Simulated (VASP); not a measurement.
# H in VASP: further runs, part 2 of 2

VASP 6.6.1. The steps go on from the part before.

### Step 4. Single point, PBE

INCAR

```
SYSTEM = H
  ALGO = Normal
  EDIFF = 1E-6
  ENCUT = 520
  GGA = PE
  ISIF = 2
  ISMEAR = -1
  LASPH = .True.
  LCHARG = .False.
  LREAL = Auto
  LWAVE = .False.
  NBANDS = 26
  NELM = 80
  PREC = Accurate
  SIGMA = 0.02
```

KPOINTS

```
k-points
0
Gamma
  1 1 1
  0 0 0
```

POSCAR

```
H
1.0
    6.2144650000      0.0000000000      0.0000000000
    0.0000000000      6.2144650000      0.0000000000
    0.0000000000      0.0000000000      6.2144650000
H
20
Direct
    0.4509640009      0.4518812158      0.9812590464
    0.5110818067      0.3889152164      0.9150747490
    0.8185901763     -0.1086658304      0.9630434800
    0.7816602073     -0.0221257984      1.0325426243
    0.0508169247     -0.1532553486      0.3522748941
    0.0564006717     -0.2107663331      0.4612303714
    0.4145167766      0.1031142665      0.6514961465
    0.4704507950      0.0570121483      0.7467899489
    0.1742869257      0.3083451271      0.3144598932
    0.2549213810      0.3949977995      0.2838377881
    0.2841274349      0.8264267318      0.0319576987
    0.2897433649      0.7747730497     -0.0805218148
    0.7875496925      0.5743374530      0.1815924621
    0.7479646277      0.5523242950      0.3002832907
    1.0232578347      0.6329587503      0.8013722822
    1.0971499558      0.5555747759      0.8510788942
    0.8413596343      0.2235107930      0.5266100944
    0.7861819159      0.2172833864      0.6323311822
    0.4820527592      0.7210596568      0.6264416969
    0.5547541100      0.6184764095      0.5939690705
```

Potentials or basis: VASP PAW PBE potentials, release 64 (H).

Command:

```console
cat potpaw_PBE.64/H/POTCAR > POTCAR
mpirun -np 1 vasp_gam > vasp.out
```

OUTCAR:

```text
SYSTEM = H
   EDIFF = 1E-6
   ENCUT = 520
   GGA = PE
   ISIF = 2
   ISMEAR = -1
   LASPH = .True.
   LREAL = Auto
   NELM = 80
   PREC = Accurate

 ion  position               nearest neighbor table
   1  0.451  0.452  0.981-   2 0.68
   2  0.511  0.389  0.915-   1 0.68
   3  0.819  0.891  0.963-   4 0.73
   4  0.782  0.978  0.033-   3 0.73
   5  0.051  0.847  0.352-   6 0.77
   6  0.056  0.789  0.461-   5 0.77
[... 12 lines left out ...]
  19  0.482  0.721  0.626-  20 0.81
  20  0.555  0.618  0.594-  19 0.81

  LATTYP: Found a simple cubic cell.
 ALAT       =     6.2144650000

  Lattice vectors:

 A1 = (   6.2144650000,   0.0000000000,   0.0000000000)
 A2 = (   0.0000000000,   6.2144650000,   0.0000000000)
 A3 = (   0.0000000000,   0.0000000000,   6.2144650000)

Analysis of symmetry for initial positions (statically):
=====================================================================
 Subroutine PRICEL returns:
 Original cell was already a primitive cell.

 Routine SETGRP: Setting up the symmetry group for a
 simple cubic supercell.

[... 183 lines left out ...]
 Fermi energy:        -7.4722161471

 k-point     1 :       0.0000    0.0000    0.0000
  band No.  band energies     occupation
      1     -10.9035      2.00000
      2      -9.5713      2.00000
      3      -9.3738      2.00000
      4      -9.1703      2.00000
      5      -9.0112      2.00000
      6      -8.7977      2.00000
[... 14 lines left out ...]
     21       4.1513      0.00000
     22       4.4683      0.00000
 [bands above 22 left out]

------------------------ aborting loop because EDIFF is reached ----------------------------------------

  FORCE on cell =-STRESS in cart. coord.  units (eV):
  Direction    XX          YY          ZZ          XY          YZ          ZX
  --------------------------------------------------------------------------------------
  -------------------------------------------------------------------------------------
  Total        1.9372861      1.7905933      0.5809735      0.1600906      0.9783685      0.0545647
  in kB       12.9328165     11.9535332      3.8784271      1.0687230      6.5313327      0.3642597
  external PRESSURE =       9.5882589 kB  Pullay stress =       0.0000000 kB

 VOLUME and BASIS-vectors are now :
 -----------------------------------------------------------------------------
  energy-cutoff  :      520.00
  volume of cell :      240.00
      direct lattice vectors                 reciprocal lattice vectors
     6.214465000  0.000000000  0.000000000     0.160914898  0.000000000  0.000000000
     0.000000000  6.214465000  0.000000000     0.000000000  0.160914898  0.000000000
     0.000000000  0.000000000  6.214465000     0.000000000  0.000000000  0.160914898

 POSITION                                       TOTAL-FORCE (eV/Angst)
 -----------------------------------------------------------------------------------
      2.80250      2.80820      6.09800        -1.594221      1.698203      1.821816
      3.17610      2.41690      5.68670         1.636124     -1.765966     -1.817794
      5.08710      5.53917      5.98480         0.239479     -0.556417     -0.492976
      4.85760      6.07697      0.20223        -0.262026      0.612899      0.465220
      0.31580      5.26207      2.18920         0.045595     -0.255580      0.584169
      0.35050      4.90466      2.86630         0.011735      0.344079     -0.544593
[... 12 lines left out ...]
      2.99570      4.48100      3.89300         0.996558     -1.381865     -0.488637
      3.44750      3.84350      3.69120        -0.962812      1.351768      0.411055
 -----------------------------------------------------------------------------------
    total drift:                               -0.000073     -0.000963     -0.000034

  FREE ENERGIE OF THE ION-ELECTRON SYSTEM (eV)
  ---------------------------------------------------
  free  energy   TOTEN  =       -67.0681449044 eV

  energy  without entropy=      -67.0681449043  energy(sigma->0) =      -67.06814490
```

OSZICAR:

```text
N       E                     dE             d eps       ncg     rms          rms(c)
DAV:   1     0.433882779544E+02    0.43388E+02   -0.74188E+03    52   0.570E+02
DAV:   2    -0.636877737438E+02   -0.10708E+03   -0.10347E+03    62   0.121E+02
DAV:   3    -0.725663995104E+02   -0.88786E+01   -0.88515E+01    70   0.379E+01
DAV:   4    -0.726282241470E+02   -0.61825E-01   -0.61806E-01    64   0.377E+00
DAV:   5    -0.726285847278E+02   -0.36058E-03   -0.36054E-03    72   0.296E-01    0.139E+01
DAV:   6    -0.688770231884E+02    0.37516E+01   -0.12615E+00    56   0.406E+00    0.770E+00
DAV:   7    -0.670231765269E+02    0.18538E+01   -0.31407E+00    62   0.665E+00    0.864E-01
DAV:   8    -0.670788468273E+02   -0.55670E-01   -0.89527E-02    56   0.128E+00    0.551E-01
DAV:   9    -0.670681500697E+02    0.10697E-01   -0.15883E-02    70   0.525E-01    0.909E-02
DAV:  10    -0.670682395705E+02   -0.89501E-04   -0.56765E-04    56   0.118E-01    0.437E-02
DAV:  11    -0.670681450847E+02    0.94486E-04   -0.22480E-04    54   0.834E-02    0.135E-02
DAV:  12    -0.670681472985E+02   -0.22138E-05   -0.38382E-05    56   0.309E-02    0.928E-03
DAV:  13    -0.670681453850E+02    0.19135E-05   -0.29432E-06    54   0.124E-02    0.263E-03
DAV:  14    -0.670681449044E+02    0.48065E-06   -0.30418E-06    56   0.922E-03
   1 F= -.67068145E+02 E0= -.67068145E+02  d E =-.575355E-11
```

stdout:

```text
POSCAR found type information on POSCAR H
 POSCAR found :  1 types and      20 ions
 scaLAPACK will be used
 LDA part: xc-table for (Slater+PW92), standard interpolation
 POSCAR, INCAR and KPOINTS ok, starting setup
 FFT: planning ... GRIDC
 FFT: planning ... GRID_SOFT
 FFT: planning ... GRID
 WAVECAR not read
 entering main loop
```

Wall time 17 s (1 thread of AMD EPYC 7R43 (Zen 3), shared host); peak memory 0.24 GiB.

Results:

| Item | Value |
| --- | --- |
| Free energy | -67.0681 eV |
| Pressure | 1.0 GPa |
| Largest force | 3.017 eV/Å |
| Band gap on the k mesh | 8.98 eV |

Forces in eV/Å, atoms in the order of the input:
```
H   -1.594  1.698  1.822
H    1.636 -1.766 -1.818
H    0.239 -0.556 -0.493
H   -0.262  0.613  0.465
H    0.046 -0.256  0.584
H    0.012  0.344 -0.545
H   -0.099  0.046 -0.099
H   -0.030 -0.024  0.093
H    0.260  0.255 -0.085
H   -0.246 -0.300  0.118
H    0.190 -0.201 -0.583
H    0.114  0.495  0.905
H   -0.425 -0.264  1.213
H    0.394  0.202 -1.215
H   -0.481  0.173 -0.339
H    0.124 -0.494  0.081
H    0.135  0.051 -0.197
H   -0.046  0.015  0.169
H    0.997 -1.382 -0.489
H   -0.963  1.352  0.411
```

Stress tensor (GPa, compression positive):
```
1.29 0.11 0.04
0.11 1.20 0.65
0.04 0.65 0.39
```

Caveat: the k points lie up to 1.01 Å⁻¹ apart.

### Step 5. Single point, PBE

INCAR

```
SYSTEM = H
ALGO     = Normal         ! electronic algorithm
EDIFF    = 1E-7           ! SCF threshold, eV
ENCUT    = 520            ! plane-wave cutoff, eV
GGA      = PE             ! functional
ISIF     = 2              ! what is computed and relaxed
ISMEAR   = -1             ! smearing method
LASPH    = .TRUE.         ! aspherical terms in the spheres
LCHARG   = .FALSE.        ! write CHGCAR
LREAL    = Auto         
LWAVE    = .FALSE.        ! write WAVECAR
NBANDS   = 26             ! bands
NELM     = 60             ! most SCF steps
PREC     = Accurate       ! precision mode
SIGMA    = 0.02           ! smearing width, eV
```

KPOINTS

```
k-points
0
G
  1 1 1
  0 0 0
```

POSCAR

```
H
1.0
    6.2144650000      0.0000000000      0.0000000000
    0.0000000000      6.2144650000      0.0000000000
    0.0000000000      0.0000000000      6.2144650000
H
20
Direct
    0.5072037577      0.3584057517      0.9348190069
    0.6353081078      0.3781821927      0.9059186913
    0.7198367036     -0.0023171745      1.0098214408
    0.8328955107     -0.0438010352      0.9937621340
    0.0116663301     -0.1765719173      0.3789063097
   -0.1019878622     -0.1790017322      0.4202936214
    0.4138248425     -0.0173627175      0.7159586545
    0.4463779263      0.1039349325      0.7034716585
    0.3137357761      0.2657026792      0.2201959461
    0.2083043351      0.3218458870      0.2375264806
    0.2819872668      0.8438538153      0.0154317387
    0.2137593502      0.9224124683      0.0710278359
    0.7002211775      0.6711116725      0.1470762165
    0.6974856243      0.5715536253      0.2089319032
    1.0450296204      0.4815861060      0.7851842435
    0.9306995856      0.4697427695      0.7413671169
    0.9060796062      0.1730961555      0.5462095289
    0.7890944756      0.2020447456      0.5778614893
    0.5590183548      0.6062307858      0.6660267618
    0.6221291777      0.7117426842      0.6290485183
```

Potentials or basis: VASP PAW PBE potentials, release 64 (H).

Command:

```console
cat potpaw_PBE.64/H/POTCAR > POTCAR
mpirun -np 1 vasp_gam > vasp.out
```

OUTCAR:

```text
SYSTEM = H
   EDIFF = 1E-7
   ENCUT = 520
   GGA = PE
   ISIF = 2
   ISMEAR = -1
   LASPH = .TRUE.
   LREAL = Auto
   NELM = 60
   PREC = Accurate

 ion  position               nearest neighbor table
   1  0.507  0.358  0.935-   2 0.83
   2  0.635  0.378  0.906-   1 0.83
   3  0.720  0.998  0.010-   4 0.76
   4  0.833  0.956  0.994-   3 0.76
   5  0.012  0.823  0.379-   6 0.75
   6  0.898  0.821  0.420-   5 0.75
[... 12 lines left out ...]
  19  0.559  0.606  0.666-  20 0.80
  20  0.622  0.712  0.629-  19 0.80

[... 234 lines left out ...]
  Total       -1.5167796      1.1816017      1.5248657     -0.3040998      0.5760184      0.6904591
  in kB      -10.1256248      7.8880645     10.1796056     -2.0300908      3.8453484      4.6093247
  external PRESSURE =       2.6473484 kB  Pullay stress =       0.0000000 kB

 VOLUME and BASIS-vectors are now :
 -----------------------------------------------------------------------------
  energy-cutoff  :      520.00
  volume of cell :      240.00
      direct lattice vectors                 reciprocal lattice vectors
     6.214465000  0.000000000  0.000000000     0.160914898  0.000000000  0.000000000
     0.000000000  6.214465000  0.000000000     0.000000000  0.160914898  0.000000000
     0.000000000  0.000000000  6.214465000     0.000000000  0.000000000  0.160914898

 POSITION                                       TOTAL-FORCE (eV/Angst)
 -----------------------------------------------------------------------------------
      3.15200      2.22730      5.80940         2.054693      0.231511     -0.493248
      3.94810      2.35020      5.62980        -2.114435     -0.387109      0.465055
      4.47340      6.20007      0.06104         0.308907     -0.034555     -0.092284
      5.17600      5.94226      6.17570        -0.278215      0.130550      0.011834
      0.07250      5.11716      2.35470        -0.080999     -0.008924      0.103624
      5.58066      5.10207      2.61190         0.257877      0.007599     -0.043527
[... 12 lines left out ...]
      3.47400      3.76740      4.13900         0.748560      1.254938     -0.444591
      3.86620      4.42310      3.90920        -0.758588     -1.208694      0.395672
 -----------------------------------------------------------------------------------
    total drift:                               -0.000269      0.000407     -0.000173

  FREE ENERGIE OF THE ION-ELECTRON SYSTEM (eV)
  ---------------------------------------------------
  free  energy   TOTEN  =       -67.0293868069 eV

  energy  without entropy=      -67.0293868069  energy(sigma->0) =      -67.02938681
```

stdout:

```text
POSCAR found type information on POSCAR H
 POSCAR found :  1 types and      20 ions
 scaLAPACK will be used
 LDA part: xc-table for (Slater+PW92), standard interpolation
 POSCAR, INCAR and KPOINTS ok, starting setup
 FFT: planning ... GRIDC
 FFT: planning ... GRID_SOFT
 FFT: planning ... GRID
 WAVECAR not read
 entering main loop
```

It took 19 s on 1 thread of AMD EPYC 7R43 (Zen 3), shared host; peak memory 0.24 GiB.

What came out:

```yaml
Free_energy: -67.0294 eV
Pressure: 0.3 GPa
Largest_force: 2.199 eV/Å
Band_gap_on_the_k_mesh: 8.61 eV
```

Forces on the atoms (eV/Å):
```
H    2.055  0.232 -0.493
H   -2.114 -0.387  0.465
H    0.309 -0.035 -0.092
H   -0.278  0.131  0.012
H   -0.081 -0.009  0.104
H    0.258  0.008 -0.044
H    0.270  1.138 -0.203
H   -0.345 -1.122  0.089
H   -0.040  0.035  0.053
H    0.009 -0.002  0.033
H    0.259 -0.396 -0.207
H   -0.289  0.274  0.252
H   -0.005  0.522 -0.284
H   -0.062 -0.575  0.384
H   -0.508  0.042 -0.131
H    0.686  0.153  0.242
H   -0.913  0.194  0.166
H    0.800 -0.248 -0.297
H    0.749  1.255 -0.445
H   -0.759 -1.209  0.396
```

Stress tensor (GPa, compression positive):
```
-1.01 -0.20  0.46
-0.20  0.79  0.38
 0.46  0.38  1.02
```

Levels at points of the mesh, in eV from the valence-band top:
```tsv
k point	band 8	band 9	band 10	band 11	band 12	band 13
(0.00, 0.00, 0.00)	-0.37	-0.02	0.00	8.61	8.89	9.13
```

Caveat: the k points lie up to 1.01 Å⁻¹ apart.
